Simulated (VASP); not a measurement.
# Ru in VASP: further runs

The runs below take Ru through single point, with PBE.

Everything below comes from runs of VASP 6.6.1. Logs are shortened: lines on timing, memory, paths and dates and some standing lists are left out, and cuts for length are marked.

**1. The cell of the first run**

The cell holds a sheet with vacuum, 2 atoms: a = 2.745 Å, b = 2.745 Å, c = 17.000 Å, α = 90.00°, β = 90.00°, γ = 120.00°.

**2. Single point, PBE**

The input, INCAR:

```
SYSTEM = Ru
PREC = Accurate ; ENCUT = 520
EDIFF = 1E-6 ; ISMEAR = 0
SIGMA = 0.1 ; LREAL = .False.
LASPH = .True. ; NELM = 120
ALGO = Normal ; ISIF = 2
LWAVE = .False. ; LCHARG = .False.
LDIPOL = .True. ; IDIPOL = 3
DIPOL = 0.5 0.5 0.500 ; GGA = PE
NBANDS = 23 ; GGA_COMPAT = .False.
NELMDL = -8
```

The input, KPOINTS:

```
Automatic mesh
0
Gamma
  6 6 1
  0 0 0
```

The input, POSCAR:

```
Ru
1.0
    2.7448950000      0.0000000000      0.0000000000
   -1.3724470000      2.3771480000      0.0000000000
    0.0000000000      0.0000000000     17.0000000000
Ru
2
Direct
    0.0000000000      0.0000000000      0.5621097400
    0.0000000000      0.0000000000      0.4378902600
```

Potentials or basis: VASP PAW PBE potentials, release 64 (Ru_sv).

Started as:

```bash
$ cat potpaw_PBE.64/Ru_sv/POTCAR > POTCAR
$ mpirun -np 1 vasp_std > vasp.out
```

OUTCAR:

```text
SYSTEM = Ru
   PREC = Accurate
   ENCUT = 520
   EDIFF = 1E-6
   ISMEAR = 0
   LREAL = .False.
   LASPH = .True.
   NELM = 120
   ISIF = 2
   GGA = PE
   NELMDL = -8

 ion  position               nearest neighbor table
   1  0.000  0.000  0.562-   2 2.11
   2  0.000  0.000  0.438-   1 2.11

  LATTYP: Found a hexagonal cell.
 ALAT       =     2.7448950000
 C/A-ratio  =     6.1933152270

  Lattice vectors:

 A1 = (   2.7448950000,   0.0000000000,   0.0000000000)
 A2 = (  -1.3724470000,   2.3771480000,   0.0000000000)
 A3 = (   0.0000000000,   0.0000000000,  17.0000000000)

Analysis of symmetry for initial positions (statically):
=====================================================================
 Subroutine PRICEL returns:
 Original cell was already a primitive cell.

 Routine SETGRP: Setting up the symmetry group for a
 hexagonal supercell.

 Subroutine GETGRP returns: Found 24 space group operations
 (whereof 24 operations were pure point group operations)
 out of a pool of 24 trial point group operations.

The static configuration has the point symmetry D_6h.

Analysis of symmetry for dynamics (positions and initial velocities):
=====================================================================
 Subroutine PRICEL returns:
 Original cell was already a primitive cell.

 Routine SETGRP: Setting up the symmetry group for a
 hexagonal supercell.

 Subroutine GETGRP returns: Found 24 space group operations
 (whereof 24 operations were pure point group operations)
 out of a pool of 24 trial point group operations.

The dynamic configuration has the point symmetry D_6h.

 Subroutine INISYM returns: Found 24 space group operations
 (whereof 24 operations are pure point group operations),
 and found     1 'primitive' translations

----------------------------------------------------------------------------------------

                                     Primitive cell

  volume of cell :     110.9254

  direct lattice vectors                    reciprocal lattice vectors
     2.744895000  0.000000000  0.000000000     0.364312660  0.210336007  0.000000000
    -1.372447000  2.377148000  0.000000000     0.000000000  0.420672167  0.000000000
     0.000000000  0.000000000 17.000000000     0.000000000  0.000000000  0.058823529

  length of vectors
     2.744895000  2.744894057 17.000000000     0.420672022  0.420672167  0.058823529

  position of ions in fractional coordinates (direct lattice)
     0.000000000  0.000000000  0.562109740
     0.000000000  0.000000000  0.437890260

  ion indices of the primitive-cell ions
   primitive index   ion index
                 1           1
                 2           2

----------------------------------------------------------------------------------------

 KPOINTS: Automatic mesh

Automatic generation of k-mesh.
 Grid dimensions read from file:
 generate k-points for:    6    6    1

 Generating k-lattice:

  Cartesian coordinates                     Fractional coordinates (reciprocal lattice)
     0.060718777  0.035056001  0.000000000     0.166666667  0.000000000  0.000000000
     0.000000000  0.070112028  0.000000000     0.000000000  0.166666667  0.000000000
     0.000000000  0.000000000  0.058823529     0.000000000  0.000000000  1.000000000

  Length of vectors
     0.070112004  0.070112028  0.058823529

  Shift w.r.t. Gamma in fractional coordinates (k-lattice)
     0.000000000  0.000000000  0.000000000

 Subroutine IBZKPT returns following result:
 ===========================================

 Found      7 irreducible k-points:

 Following reciprocal coordinates:
            Coordinates               Weight
  0.000000  0.000000  0.000000      1.000000
  0.166667  0.000000  0.000000      6.000000
  0.333333  0.000000  0.000000      6.000000
  0.500000 -0.000000  0.000000      3.000000
  0.166667  0.166667  0.000000      6.000000
  0.333333  0.166667  0.000000     12.000000
  0.333333  0.333333  0.000000      2.000000
   k-points           NKPTS =      7   k-points in BZ     NKDIM =      7   number of bands    NBANDS=     23
   number of dos      NEDOS =    301   number of ions     NIONS =      2
   total plane-waves  NPLWV =  50400
   dimension x,y,z NGX =    20 NGY =   20 NGZ =  126
   dimension x,y,z NGXF=    40 NGYF=   40 NGZF=  252
   ions per type =               2
   NGX,Y,Z   is equivalent  to a cutoff of  12.11, 12.11, 12.32 a.u.
   NGXF,Y,Z  is equivalent  to a cutoff of  24.23, 24.23, 24.64 a.u.
 SYSTEM =  Ru
   PREC   = accura    normal or accurate (medium, high low for compatibility)
   ISTART =      0    job   : 0-new  1-cont  2-samecut
   ICHARG =      2    charge: 1-file 2-atom 10-const
   ISPIN  =      1    spin polarized calculation?
   LNONCOLLINEAR =      F non collinear calculations
   LSORBIT =      F    spin-orbit coupling
   LASPH  =      T    aspherical Exc in radial PAW
   ENCUT  =  520.0 eV  38.22 Ry    6.18 a.u.   5.10  5.10 31.61*2*pi/ulx,y,z
   NELM   =    120;   NELMIN=  2; NELMDL= -8     # of ELM steps
   EDIFF  = 0.1E-05   stopping-criterion for ELM
   LREAL  =      F    real-space projection
   EDIFFG = 0.1E-04   stopping-criterion for IOM
   NSW    =      0    number of steps for IOM
   IBRION =     -1    ionic relax: 0-MD 1-quasi-New 2-CG
   NFREE  =      0    steps in history (QN), initial steepest desc. (CG)
   ISIF   =      2    stress and relaxation
   ISYM   =      2    0-nonsym 1-usesym 2-fastsym
   POTIM  = 0.5000    time-step for ionic-motion
   TEBEG  =    0.0;   TEEND  =   0.0 temperature during run
   PSTRESS=    0.0 pullay stress
   NELECT =      32.0000    total number of electrons
   NUPDOWN=      -1.0000    fix difference up-down
   EMIN   =  10.00;   EMAX   =-10.00  energy-range for DOS
   EFERMI =   0.00;   METHOD = LEGACY
   ISMEAR =     0;   SIGMA  =   0.10  broadening in eV -4-tet -1-fermi 0-gaus
   EFERMI_NEDOS =   21; number of points for ismear=-14 and -15
   IALGO  =     38    algorithm
   IMIX   =      4    mixing-type and parameters
     AMIX     =   0.40;   BMIX     =  1.00
     AMIX_MAG =   1.60;   BMIX_MAG =  1.00
  volume/ion in A,a.u.               =      55.46       374.28
  Fermi-wavevector in a.u.,A,eV,Ry     =   1.081719  2.044153 15.920400  1.170116
  Thomas-Fermi vector in A             =   2.217743
   LORBIT       =      0    0 simple, 1 ext, 2 COOP (PROOUT), +10 PAW based schemes
   GGA     = PE    functional components
   LHFCALC =     F    Hartree Fock is set to
   AEXX    =    0.0000 exact exchange contribution
   IVDW    =     0    specifies the selected vdW correction
   LEPSILON=     F    determine dielectric tensor
   LRPA    =     F    only Hartree local field effects (RPA)
 non-spin polarized calculation
 Gauss-broadening in eV      SIGMA  =   0.10
  energy-cutoff  :      520.00
  volume of cell :      110.93
 maximum number of plane-waves:      2995
   NGX = 11   NGY = 11   NGZ = 63

 number of electron      32.0000019 magnetization

 dipolmoment           0.000000      0.000000     -0.000000 electrons x Angstroem

 Free energy of the ion-electron system (eV)
  ---------------------------------------------------
  ext. energy  EPLUGINS =         0.00000000
  ---------------------------------------------------
  free energy    TOTEN  =       -16.26670913 eV

  energy without entropy =      -16.23387372  energy(sigma->0) =      -16.25029142

 E-fermi :   0.2269     XC(G=0):  -4.7229

 val. band max:        0.2173511506   @ k =   0.3333   0.0000   0.0000
 cond. band min:       0.2676955940   @ k =   0.1667   0.1667   0.0000
 fundamental gap:      0.0503444434
 Fermi energy:         0.2269063741

 k-point     1 :       0.0000    0.0000    0.0000
  band No.  band energies     occupation
      1     -73.2304      2.00000
      2     -72.8258      2.00000
      3     -44.3733      2.00000
      4     -42.6518      2.00000
      5     -42.6518      2.00000
      6     -42.3947      2.00000
[... 15 lines left out ...]
     22       4.8310      0.00000
     23       5.0909      0.00000

 k-point     2 :       0.1667    0.0000    0.0000
  band No.  band energies     occupation
      1     -73.2084      2.00000
      2     -72.8050      2.00000
      3     -44.3479      2.00000
      4     -42.8195      2.00000
      5     -42.6914      2.00000
      6     -42.5487      2.00000
[... 15 lines left out ...]
     22       5.6470      0.00000
     23       5.7970      0.00000

 k-point     3 :       0.3333    0.0000    0.0000
  band No.  band energies     occupation
      1     -73.1640      2.00000
      2     -72.7632      2.00000
      3     -44.2969      2.00000
      4     -43.1466      2.00000
      5     -42.8493      2.00000
      6     -42.7697      2.00000
[... 15 lines left out ...]
     22       7.7972      0.00000
     23       7.9326      0.00000

 k-point     4 :       0.5000   -0.0000    0.0000
  band No.  band energies     occupation
      1     -73.1417      2.00000
      2     -72.7421      2.00000
      3     -44.2712      2.00000
      4     -43.3064      2.00000
      5     -42.9964      2.00000
      6     -42.8084      2.00000
[... 15 lines left out ...]
     22       7.7421      0.00000
     23       8.0424      0.00000

 k-point     5 :       0.1667    0.1667    0.0000
  band No.  band energies     occupation
      1     -73.1751      2.00000
      2     -72.7736      2.00000
      3     -44.3097      2.00000
      4     -43.0346      2.00000
      5     -42.7826      2.00000
      6     -42.7464      2.00000
[... 15 lines left out ...]
     22       7.1617      0.00000
     23       7.2141      0.00000

 k-point     6 :       0.3333    0.1667    0.0000
  band No.  band energies     occupation
      1     -73.1418      2.00000
      2     -72.7421      2.00000
      3     -44.2712      2.00000
      4     -43.2240      2.00000
      5     -42.9208      2.00000
      6     -42.8951      2.00000
[... 15 lines left out ...]
     22       8.8838      0.00000
     23       9.6813      0.00000

 k-point     7 :       0.3333    0.3333    0.0000
  band No.  band energies     occupation
      1     -73.1306      2.00000
      2     -72.7316      2.00000
      3     -44.2584      2.00000
      4     -43.1113      2.00000
      5     -43.1113      2.00000
      6     -42.8177      2.00000
[... 15 lines left out ...]
     22       8.9849      0.00000
     23      10.2512      0.00000

------------------------ aborting loop because EDIFF is reached ----------------------------------------

 vacuum level on the upper side and lower side of the slab       (xc-potential included)        -0.132        -0.132

  FORCE on cell =-STRESS in cart. coord.  units (eV):
  Direction    XX          YY          ZZ          XY          YZ          ZX
  --------------------------------------------------------------------------------------
  -------------------------------------------------------------------------------------
  Total       -3.4994175     -3.4994152      4.2370352     -0.0000007     -0.0000000     -0.0000000
  in kB      -50.5446820    -50.5446480     61.1986411     -0.0000106     -0.0000000     -0.0000000
  external PRESSURE =     -13.2968963 kB  Pullay stress =       0.0000000 kB

 VOLUME and BASIS-vectors are now :
 -----------------------------------------------------------------------------
  energy-cutoff  :      520.00
  volume of cell :      110.93
      direct lattice vectors                 reciprocal lattice vectors
     2.744895000  0.000000000  0.000000000     0.364312660  0.210336007  0.000000000
    -1.372447000  2.377148000  0.000000000     0.000000000  0.420672167  0.000000000
     0.000000000  0.000000000 17.000000000     0.000000000  0.000000000  0.058823529

 POSITION                                       TOTAL-FORCE (eV/Angst)
 -----------------------------------------------------------------------------------
      0.00000      0.00000      9.55587        -0.000000     -0.000000      2.052364
      0.00000      0.00000      7.44413         0.000000      0.000000     -2.052364
 -----------------------------------------------------------------------------------
    total drift:                               -0.000000      0.000000      0.000000

  FREE ENERGIE OF THE ION-ELECTRON SYSTEM (eV)
  ---------------------------------------------------
  free  energy   TOTEN  =       -16.2667091272 eV

  energy  without entropy=      -16.2338737170  energy(sigma->0) =      -16.25029142

 vacuum level on the upper side and lower side of the slab         4.960         4.960
```

It took 26 s on 1 thread of AMD EPYC 7R13 (Zen 3), shared host; peak memory 0.17 GiB.

What came out:

- Free energy: -16.2667 eV
- Largest force: 2.052 eV/Å
- Band gap on the k mesh: zero (band 16 reaches 1.39 eV, above the bottom of band 17 at -1.46 eV)

Forces on the atoms (eV/Å):
```
Ru   0.000  0.000  2.052
Ru   0.000  0.000 -2.052
```

Caveat: the k points lie up to 0.44 Å⁻¹ apart.

**3. Single point, PBE, collinear spin, ferromagnetic start**

This run uses another cell than the first one, of 84.22 Å³/atom, 1.518 times its volume.

The input, INCAR:

```
SYSTEM = Ru
PREC = Accurate ; ENCUT = 520
EDIFF = 1E-6 ; ISMEAR = 0
SIGMA = 0.1 ; LREAL = .False.
LASPH = .True. ; NELM = 200
ALGO = Normal ; ISIF = 2
LWAVE = .False. ; LCHARG = .False.
ISPIN = 2 ; MAGMOM = 1 1
LORBIT = 11 ; LMAXMIX = 4
LDIPOL = .True. ; IDIPOL = 3
DIPOL = 0.5 0.5 0.303 ; GGA = PE
NBANDS = 27 ; GGA_COMPAT = .False.
NELMDL = -8
```

The input, KPOINTS:

```
regular mesh
0
Gamma
  6 6 1
  0 0 0
```

The input, POSCAR:

```
Ru
1.0
    2.6344371992     -0.0000002771      0.0000000000
   -1.3172183596      2.2814896777      0.0000000000
    0.0000000000      0.0000000000     28.0234623200
Ru
2
Direct
    0.0000000000      0.0000000000      0.3433189452
    0.0000000000      0.0000000000      0.2633155886
```

Potentials or basis: VASP PAW PBE potentials, release 64 (Ru_sv).

Started as:

```bash
$ cat potpaw_PBE.64/Ru_sv/POTCAR > POTCAR
$ mpirun -np 1 vasp_std > vasp.out
```

Run time: 89 s. Hardware: 1 thread of AMD EPYC 9R45 (Zen 5), shared host; peak memory 0.31 GiB.

It converged, with:

* Free energy: -16.6124 eV
* Largest force: 0.033 eV/Å
* Band gap on the k mesh: zero (filled and empty bands overlap)
* Net moment: 0.00 μB per cell
* Valence electrons inside the program's atomic spheres: Ru 13.67

Forces on the atoms (eV/Å):
```
Ru   0.000  0.000 -0.033
Ru   0.000  0.000  0.033
```

Levels at points of the mesh, in eV from the Fermi level:
Spin up:
| k point | band 14 | band 15 | band 16 | band 17 | band 18 | band 19 |
| --- | --- | --- | --- | --- | --- | --- |
| (0.00, 0.00, 0.00) | -1.81 | -1.81 | -0.87 | -0.87 | -0.66 | 0.72 |
| (0.50, 0.00, 0.00) | -1.81 | 0.85 | 1.76 | 2.03 | 2.11 | 2.32 |
Spin down:
| k point | band 14 | band 15 | band 16 | band 17 | band 18 | band 19 |
| --- | --- | --- | --- | --- | --- | --- |
| (0.00, 0.00, 0.00) | -1.81 | -1.81 | -0.87 | -0.87 | -0.66 | 0.72 |
| (0.50, 0.00, 0.00) | -1.81 | 0.85 | 1.76 | 2.03 | 2.11 | 2.32 |

Caveat: the k points lie up to 0.46 Å⁻¹ apart.

[end of part 1 of 2]
